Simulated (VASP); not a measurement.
The system is KBr.

```xyz
2
Lattice="0.0000 3.3000 3.3000 3.3000 0.0000 3.3000 3.3000 3.3000 0.0000" Properties=species:S:1:pos:R:3 pbc="T T T"
Br    3.3000    3.3000    3.3000
K     0.0000    0.0000    0.0000
```

- Program: VASP 6.6.1
- Task: relaxation of cell and atoms
- Functional: BLYP
- Dispersion: D3(BJ)
- Potentials or basis: VASP PAW PBE potentials, release 64 (Br, K_sv)
- Cutoff: 600 eV
- k mesh: 7 × 7 × 7
- Occupations: fermi-dirac, width 0.05 eV
- Spin: no spin polarisation

At the start: pressure -0.7 GPa; volume 35.94 Å³/atom.

Question: Where does the relaxation end?

Answer: Over 3 steps the energy falls by 3.3 meV/atom and the volume is 34.55 Å³/atom (-3.9 %); space group Fm-3m (No. 225, to 0.1 Å) before and after.

Step by step:
```
step  energy change (eV)  largest force (eV/Å)  pressure (GPa)  volume (Å³)
   1              0.0000                0.0000           -0.68        71.87
   2             -0.0050                0.0000           -0.33        70.30
   3             -0.0065                0.0000           -0.04        69.09
```

Final structure:
```xyz
2
Lattice="0.0000 3.2568 3.2568 3.2568 0.0000 3.2568 3.2568 3.2568 0.0000" Properties=species:S:1:pos:R:3 pbc="T T T"
Br    3.2568    3.2568    3.2568
K     0.0000    0.0000    0.0000
```

Caveat: the PAW data sets were made with another functional, which shifts forces and pressure a little.
